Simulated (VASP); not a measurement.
Set up this calculation in VASP 6.6.1, as the native input.

```yaml
Task: relaxation of cell and atoms
Functional: PBE
Potentials_or_basis: VASP PAW PBE potentials, release 64 (Mg, Hf_pv, O)
Cutoff: 600 eV
k_mesh: 14 × 14 × 8
Occupations: gaussian, width 0.1 eV
Spin: no spin polarisation
Dipole_correction: no
Further_INCAR_settings: ALGO = Normal; EDIFF = 1e-06; IBRION = 2; EDIFFG = -0.01; NSW = 100; ISIF = 3
```

The structure of Hf2MgO lies in POSCAR:

```
Hf2MgO
1.0
    3.6083502821      0.0000000000      0.0000000000
    0.0000000000      3.6083502821      0.0000000000
    0.0000000000      0.0000000000      5.8262492703
Mg Hf O
1 2 1
Direct
    0.0000000000      0.0000000000      0.0000000000
    0.5000000000      0.5000000000      0.0000000000
    0.5000000000      0.5000000000      0.5000000000
    0.0000000000      0.0000000000      0.5000000000
```

The cell was generated, and may not be a known phase.

One way to write it, as run:

INCAR

```
SYSTEM = Hf2MgO
PREC = Accurate
ENCUT = 600
EDIFF = 1E-6
ISMEAR = 0
SIGMA = 0.1
LREAL = .FALSE.
LASPH = .TRUE.
NELM = 80
ALGO = Normal
ISIF = 3
LWAVE = .FALSE.
LCHARG = .FALSE.
GGA = PE
IBRION = 2
NSW = 100
EDIFFG = -0.01
```

KPOINTS

```
Automatic mesh
0
G
  14 14 8
  0 0 0
```

Potentials or basis: VASP PAW PBE potentials, release 64 (Mg, Hf_pv, O).

The run is started by

```bash
$ cat potpaw_PBE.64/Mg/POTCAR potpaw_PBE.64/Hf_pv/POTCAR potpaw_PBE.64/O/POTCAR > POTCAR
$ mpirun -np 1 vasp_std > vasp.out
```

It gave:

- Relaxed volume: 18.84 Å³/atom
- Relaxed cell: a = 3.602 Å, b = 3.602 Å, c = 5.808 Å, α = 90.00°, β = 90.00°, γ = 90.00°
- Space group after relaxing (to 0.1 Å): P4/mmm (No. 123)
- Energy gained by relaxing: 0.2 meV/atom
- Ionic steps: 7
- Pressure after relaxing: 0.0 GPa
- Band gap on the k mesh: zero (bands 14 and 15 overlap by 1.15 eV)

Caveat: spin-orbit coupling is left out, which moves the levels of the heavy elements.

Wall time 30 min on 1 thread of Intel Xeon 8259CL, on a shared host, peak memory 0.47 GiB.
